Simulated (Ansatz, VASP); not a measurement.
ZnCu in VASP and in Ansatz

```xyz
2
Lattice="2.9206 0.0000 0.0000 0.0000 2.9206 0.0000 0.0000 0.0000 2.9206" Properties=species:S:1:pos:R:3 pbc="T T T"
Zn    1.4603    1.4603    1.4603
Cu    0.0000    0.0000    0.0000
```

Alike in both runs: task electric field gradients; functional r2SCAN; k mesh 12 × 12 × 12; occupations fermi-dirac, width 0.05 eV; no spin polarisation.

|  | VASP | Ansatz |
| --- | --- | --- |
| version | VASP 6.6.1 | Ansatz 0.2.0 |
| potentials or method | VASP PAW PBE potentials, release 64 (Zn, Cu) | PAW with Ansatz's default frozen-core files, scalar-relativistic |
| plane-wave cutoff (eV) | 520 | 500 |
| valence electrons in the cell | 23 | 31 |

Ansatz gave:

```
pressure (GPa) : -0.1
```

Problem. Which values does VASP return?

Solution. Pressure (GPa): 0.6.

VASP's potentials were made for PBE, not for r2SCAN. VASP's potentials hold 23 valence electrons a cell and Ansatz's 31, so a difference there can come from the potentials and not from the codes.
